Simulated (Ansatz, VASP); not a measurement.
## One calculation of GaCo, two programs

```
CELL_PARAMETERS angstrom
2.87800 0.00000 0.00000
0.00000 2.87800 0.00000
0.00000 0.00000 5.75600
ATOMIC_POSITIONS crystal
Ga 0.50000 0.50000 0.25000
Ga 0.50000 0.50000 0.75000
Co 0.00000 0.00000 0.00000
Co 0.00000 0.00000 0.50000
```

Alike in both runs: task single point; functional PBE; k mesh 10 × 10 × 5; occupations gaussian, width 0.05 eV; collinear spin.

|  | VASP | Ansatz |
| --- | --- | --- |
| version | VASP 6.6.1 | Ansatz 0.2.0 |
| potentials or method | VASP PAW PBE potentials, release 64 (Ga_d, Co), cutoff 520 eV | plane waves, PAW |
| valence electrons in the cell | 44 | 60 |

Ansatz gave:

* gap on the k mesh at the Fermi level (eV): none
* net moment per atom (μB): 0.00
* size of the moment on the site where the two differ most (μB): 0.37

Q: Which values does VASP return?

A: gap on the k mesh at the Fermi level (eV): none; net moment per atom (μB): 0.00; size of the moment on the site where the two differ most (μB): 0.36.

Site moments also hang on the region over which each program counts them. A gap of «none» marks a metal or a gap that the smearing closes. VASP's potentials hold 44 valence electrons a cell and Ansatz's 60, so a difference there can come from the potentials and not from the codes.
